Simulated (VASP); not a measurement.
# Re (P6_3/mmc) in VASP: further runs

The runs below take Re through relaxation of cell and atoms, with LDA.

All numbers are computed with VASP 6.6.1; they aren't measurements. Logs are shortened: lines on timing, memory, paths and dates and some standing lists are left out, and cuts for length are marked.

**1. The cell of the first run**

Symmetry: P6_3/mmc, No. 194, hexagonal system. Conventional cell: a = 2.797 Å, b = 2.797 Å, c = 4.517 Å, α = 90.00°, β = 90.00°, γ = 120.00°. Within 3.7 Å of Re (site symmetry -6m2) lie 12 Re at 2.78 to 2.80 Å.

**2. Relaxation of cell and atoms, LDA**

File INCAR:

```
SYSTEM = Re
PREC = Accurate
ENCUT = 600
EDIFF = 1E-6
ISMEAR = -1
SIGMA = 0.05
LREAL = .False.
LASPH = .True.
NELM = 80
ALGO = Normal
ISIF = 3
LWAVE = .False.
LCHARG = .False.
GGA = CA
IBRION = 2
NSW = 100
EDIFFG = -0.005
```

File KPOINTS:

```
Automatic mesh
0
Gamma
  14 14 8
  0 0 0
```

File POSCAR:

```
Re
1.0
    2.7971304821      0.0000000000      0.0000000000
   -1.3985652410      2.4223860552      0.0000000000
    0.0000000000      0.0000000000      4.5168672541
Re
2
Direct
    0.3333333333      0.6666666667      0.2500000000
    0.6666666667      0.3333333333      0.7500000000
```

Potentials or basis: VASP PAW LDA potentials, release 64 (Re).

Run with:

```console
$ cat potpaw_LDA.64/Re/POTCAR > POTCAR
$ mpirun -np 1 vasp_std > vasp.out
```

OUTCAR:

```text
SYSTEM = Re
   PREC = Accurate
   ENCUT = 600
   EDIFF = 1E-6
   ISMEAR = -1
   LREAL = .False.
   LASPH = .True.
   NELM = 80
   ISIF = 3
   GGA = CA
   IBRION = 2
   NSW = 100
   EDIFFG = -0.005

 ion  position               nearest neighbor table
   1  0.333  0.667  0.250-   2 2.78   2 2.78   2 2.78   2 2.78   2 2.78   2 2.78
   2  0.667  0.333  0.750-   1 2.78   1 2.78   1 2.78   1 2.78   1 2.78   1 2.78

  LATTYP: Found a hexagonal cell.
 ALAT       =     2.7971304821
 C/A-ratio  =     1.6148217908

  Lattice vectors:

 A1 = (   2.7971304821,   0.0000000000,   0.0000000000)
 A2 = (  -1.3985652410,   2.4223860552,   0.0000000000)
 A3 = (   0.0000000000,   0.0000000000,   4.5168672541)

Analysis of symmetry for initial positions (statically):
=====================================================================
 Subroutine PRICEL returns:
 Original cell was already a primitive cell.

 Routine SETGRP: Setting up the symmetry group for a
 hexagonal supercell.

 Subroutine GETGRP returns: Found 24 space group operations
 (whereof 12 operations were pure point group operations)
 out of a pool of 24 trial point group operations.

The static configuration has the point symmetry D_3d.
 The point group associated with its full space group is D_6h.

Analysis of symmetry for dynamics (positions and initial velocities):
=====================================================================
 Subroutine PRICEL returns:
 Original cell was already a primitive cell.

 Routine SETGRP: Setting up the symmetry group for a
 hexagonal supercell.

 Subroutine GETGRP returns: Found 24 space group operations
 (whereof 12 operations were pure point group operations)
 out of a pool of 24 trial point group operations.

The dynamic configuration has the point symmetry D_3d.
 The point group associated with its full space group is D_6h.

 Subroutine INISYM returns: Found 24 space group operations
 (whereof 12 operations are pure point group operations),
 and found     1 'primitive' translations

----------------------------------------------------------------------------------------

                                     Primitive cell

  volume of cell :      30.6051

  direct lattice vectors                    reciprocal lattice vectors
     2.797130482  0.000000000  0.000000000     0.357509243  0.206408057  0.000000000
    -1.398565241  2.422386055  0.000000000     0.000000000  0.412816115  0.000000000
     0.000000000  0.000000000  4.516867254     0.000000000  0.000000000  0.221392382

  length of vectors
     2.797130482  2.797130482  4.516867254     0.412816115  0.412816115  0.221392382

  position of ions in fractional coordinates (direct lattice)
     0.333333333  0.666666667  0.250000000
     0.666666667  0.333333333  0.750000000

  ion indices of the primitive-cell ions
   primitive index   ion index
                 1           1
                 2           2

----------------------------------------------------------------------------------------

 KPOINTS: Automatic mesh

Automatic generation of k-mesh.
 Grid dimensions read from file:
 generate k-points for:   14   14    8

 Generating k-lattice:

  Cartesian coordinates                     Fractional coordinates (reciprocal lattice)
     0.025536374  0.014743433  0.000000000     0.071428571 -0.000000000  0.000000000
     0.000000000  0.029486865  0.000000000     0.000000000  0.071428571  0.000000000
     0.000000000  0.000000000  0.027674048     0.000000000  0.000000000  0.125000000

  Length of vectors
     0.029486865  0.029486865  0.027674048

  Shift w.r.t. Gamma in fractional coordinates (k-lattice)
     0.000000000  0.000000000  0.000000000

 Subroutine IBZKPT returns following result:
 ===========================================

 Found    120 irreducible k-points:

 Following reciprocal coordinates:
            Coordinates               Weight
  0.000000  0.000000  0.000000      1.000000
  0.071429 -0.000000  0.000000      6.000000
  0.142857 -0.000000  0.000000      6.000000
  0.214286 -0.000000  0.000000      6.000000
  0.285714  0.000000  0.000000      6.000000
  0.357143  0.000000  0.000000      6.000000
[... 16 lines left out ...]
  0.285714  0.285714  0.000000      6.000000
  0.357143  0.285714  0.000000      6.000000
 [... further k-points ...]
   k-points           NKPTS =    120   k-points in BZ     NKDIM =    120   number of bands    NBANDS=     11
   number of dos      NEDOS =    301   number of ions     NIONS =      2
   total plane-waves  NPLWV =  20736
   dimension x,y,z NGX =    24 NGY =   24 NGZ =   36
   dimension x,y,z NGXF=    48 NGYF=   48 NGZF=   72
   ions per type =               2
   NGX,Y,Z   is equivalent  to a cutoff of  14.26, 14.26, 13.25 a.u.
   NGXF,Y,Z  is equivalent  to a cutoff of  28.53, 28.53, 26.50 a.u.
 SYSTEM =  Re
   PREC   = accura    normal or accurate (medium, high low for compatibility)
   ISTART =      0    job   : 0-new  1-cont  2-samecut
   ICHARG =      2    charge: 1-file 2-atom 10-const
   ISPIN  =      1    spin polarized calculation?
   LNONCOLLINEAR =      F non collinear calculations
   LSORBIT =      F    spin-orbit coupling
   LASPH  =      T    aspherical Exc in radial PAW
   ENCUT  =  600.0 eV  44.10 Ry    6.64 a.u.   5.59  5.59  9.02*2*pi/ulx,y,z
   NELM   =     80;   NELMIN=  2; NELMDL= -5     # of ELM steps
   EDIFF  = 0.1E-05   stopping-criterion for ELM
   LREAL  =      F    real-space projection
   EDIFFG = -.5E-02   stopping-criterion for IOM
   NSW    =    100    number of steps for IOM
   IBRION =      2    ionic relax: 0-MD 1-quasi-New 2-CG
   NFREE  =      1    steps in history (QN), initial steepest desc. (CG)
   ISIF   =      3    stress and relaxation
   ISYM   =      2    0-nonsym 1-usesym 2-fastsym
   POTIM  = 0.5000    time-step for ionic-motion
   TEBEG  =    0.0;   TEEND  =   0.0 temperature during run
   PSTRESS=    0.0 pullay stress
   NELECT =      14.0000    total number of electrons
   NUPDOWN=      -1.0000    fix difference up-down
   EMIN   =  10.00;   EMAX   =-10.00  energy-range for DOS
   EFERMI =   0.00;   METHOD = LEGACY
   ISMEAR =    -1;   SIGMA  =   0.05  broadening in eV -4-tet -1-fermi 0-gaus
   EFERMI_NEDOS =   21; number of points for ismear=-14 and -15
   IALGO  =     38    algorithm
   IMIX   =      4    mixing-type and parameters
     AMIX     =   0.40;   BMIX     =  1.00
     AMIX_MAG =   1.60;   BMIX_MAG =  1.00
  volume/ion in A,a.u.               =      15.30       103.27
  Fermi-wavevector in a.u.,A,eV,Ry     =   1.261401  2.383702 21.648659  1.591132
  Thomas-Fermi vector in A             =   2.394862
   LORBIT       =      0    0 simple, 1 ext, 2 COOP (PROOUT), +10 PAW based schemes
   GGA     = CA    functional components
   LHFCALC =     F    Hartree Fock is set to
   AEXX    =    0.0000 exact exchange contribution
   IVDW    =     0    specifies the selected vdW correction
   LEPSILON=     F    determine dielectric tensor
   LRPA    =     F    only Hartree local field effects (RPA)
 conjugate gradient relaxation of ions
 non-spin polarized calculation
  energy-cutoff  :      600.00
  volume of cell :       30.61
 maximum number of plane-waves:      1043
 NGX is ok and might be reduce to    24
   NGX = 11   NGY = 11   NGZ = 19

--------------------------------------- Ionic step        1  -------------------------------------------

 number of electron      14.0000000 magnetization

 Free energy of the ion-electron system (eV)
  ---------------------------------------------------
  ext. energy  EPLUGINS =         0.00000000
  ---------------------------------------------------
  free energy    TOTEN  =       -27.40629821 eV

  energy without entropy =      -27.39318758  energy(sigma->0) =      -27.39974290

------------------------ aborting loop because EDIFF is reached ----------------------------------------

  FORCE on cell =-STRESS in cart. coord.  units (eV):
  Direction    XX          YY          ZZ          XY          YZ          ZX
  --------------------------------------------------------------------------------------
  -------------------------------------------------------------------------------------
  Total       -4.1920565     -4.1920565     -4.2254247     -0.0000000      0.0000000      0.0000000
  in kB     -219.4544021   -219.4544021   -221.2012287     -0.0000000      0.0000000      0.0000000
  external PRESSURE =    -220.0366776 kB  Pullay stress =       0.0000000 kB
[... 21 lines left out ...]
  energy  without entropy=      -27.3931875826  energy(sigma->0) =      -27.39974290

--------------------------------------- Ionic step        2  -------------------------------------------

 number of electron      14.0000001 magnetization

 E-fermi :  11.9044     XC(G=0): -15.4039

 val. band max:       11.9014074388   @ k =   0.3571   0.0000   0.5000
 cond. band min:      11.9169635195   @ k =   0.0000   0.0000   0.0000
 fundamental gap:      0.0155560806
 Fermi energy:        11.9044185842

 k-point     1 :       0.0000    0.0000    0.0000
  band No.  band energies     occupation
      1       0.2052      2.00000
      2       2.8585      2.00000
      3       9.2482      2.00000
      4       9.2482      2.00000
      5       9.3161      2.00000
      6      10.5617      2.00000
      7      10.5617      2.00000
      8      11.9170      0.87520
      9      11.9170      0.87520
     10      13.7648      0.00000
     11      16.6080      0.00000
[... 309 lines left out ...]
 k-point    24 :       0.3571    0.2857    0.0000
  band No.  band energies     occupation
      1       3.9113      2.00000
      2       6.3904      2.00000
      3       6.5688      2.00000
      4       7.7446      2.00000
      5       8.6374      2.00000
      6       9.1487      2.00000
      7      11.7999      1.77988
      8      15.8936      0.00000
      9      16.6689      0.00000
     10      16.9989      0.00000
     11      21.0631      0.00000

 [... further k-points ...]
[... 5 lines left out ...]
  --------------------------------------------------------------------------------------
  -------------------------------------------------------------------------------------
  Total       25.8779579     25.8779579     25.7586972      0.0000000     -0.0000000      0.0000000
  in kB     1866.9303958   1866.9303958   1858.3264872      0.0000000     -0.0000000      0.0000000
  external PRESSURE =    1864.0624263 kB  Pullay stress =       0.0000000 kB
[... 165 lines left out ...]
  energy  without entropy=      -27.5254079010  energy(sigma->0) =      -27.53175185

--------------------------------------- Ionic step        7  -------------------------------------------

 number of electron      14.0000000 magnetization

 Free energy of the ion-electron system (eV)
  ---------------------------------------------------
  ext. energy  EPLUGINS =         0.00000000
  ---------------------------------------------------
  free energy    TOTEN  =       -27.53809719 eV

  energy without entropy =      -27.52539731  energy(sigma->0) =      -27.53174725

 E-fermi :   8.0907     XC(G=0): -13.9607

 val. band max:        8.0704208675   @ k =   0.1429   0.0714   0.0000
 cond. band min:       8.0986697396   @ k =   0.1429   0.1429   0.0000
 fundamental gap:      0.0282488721
 Fermi energy:         8.0907373276

 k-point     1 :       0.0000    0.0000    0.0000
  band No.  band energies     occupation
      1      -1.8171      2.00000
      2       1.3544      2.00000
      3       6.4615      2.00000
      4       6.4615      2.00000
      5       6.4629      2.00000
      6       7.3273      2.00000
      7       7.3273      2.00000
      8       8.2845      0.04066
      9       8.2845      0.04066
     10       8.9190      0.00000
     11      11.5706      0.00000
[... 309 lines left out ...]
 k-point    24 :       0.3571    0.2857    0.0000
  band No.  band energies     occupation
      1       2.7374      2.00000
      2       3.8439      2.00000
      3       3.9603      2.00000
      4       4.8143      2.00000
      5       5.8143      2.00000
      6       6.1088      2.00000
      7       8.0328      1.52233
      8      11.0108      0.00000
      9      11.5326      0.00000
     10      11.7495      0.00000
     11      14.9465      0.00000

 [... further k-points ...]
[... 5 lines left out ...]
  --------------------------------------------------------------------------------------
  -------------------------------------------------------------------------------------
  Total       -0.0057565     -0.0057565     -0.0084970     -0.0000000     -0.0000000     -0.0000000
  in kB       -0.3203356     -0.3203356     -0.4728385     -0.0000000     -0.0000000     -0.0000000
  external PRESSURE =      -0.3711699 kB  Pullay stress =       0.0000000 kB
[... 17 lines left out ...]
  FREE ENERGIE OF THE ION-ELECTRON SYSTEM (eV)
  ---------------------------------------------------
  free  energy   TOTEN  =       -27.5380971883 eV

  energy  without entropy=      -27.5253973101  energy(sigma->0) =      -27.53174725

 reached required accuracy - stopping structural energy minimisation
```

Run time: 2.1 min. Hardware: 1 thread of Intel Xeon Platinum 8488C (Sapphire Rapids), shared host; peak memory 0.18 GiB.

Results:

```
Free energy                           : -27.5381 eV
Relaxed volume                        : 14.40 Å³/atom
Relaxed cell                          : a = 2.741 Å, b = 2.741 Å, c = 4.426 Å, α = 90.00°, β = 90.00°, γ = 120.00°
Space group after relaxing (to 0.1 Å) : P6_3/mmc (No. 194)
Pressure after relaxing               : 0.0 GPa
Band gap on the k mesh                : zero (bands 7 and 8 overlap by 3.38 eV)
```

Final structure:
```
Re
1.0
     2.74074    0.00000    0.00000
    -1.37037    2.37355    0.00000
     0.00000    0.00000    4.42587
Re
2
Direct
  0.33333 0.66667 0.25000
  0.66667 0.33333 0.75000
```

Levels at points of the mesh, in eV from the Fermi level:
```
           k point  band 4  band 5  band 6  band 7  band 8  band 9  band 10  band 11
(0.00, 0.00, 0.00)   -1.63   -1.63   -0.76   -0.76    0.19    0.19     0.83     3.48
(0.50, 0.00, 0.00)   -2.00   -1.63   -1.36   -0.58    4.12    4.54     4.67     6.31
(0.00, 0.00, 0.50)   -2.40   -1.76   -1.76   -1.76   -1.76    2.64     2.64     2.64
(0.50, 0.00, 0.50)   -4.20    0.41    0.41    1.09    1.09    4.44     4.44     4.98
```

Caveat: spin-orbit coupling is left out, which moves the levels of the heavy elements. Zero-point motion and thermal expansion aren't in these numbers.

[end of part 1 of 2]

The gap in the log of VASP goes by the Fermi energy; the results here count the filled bands.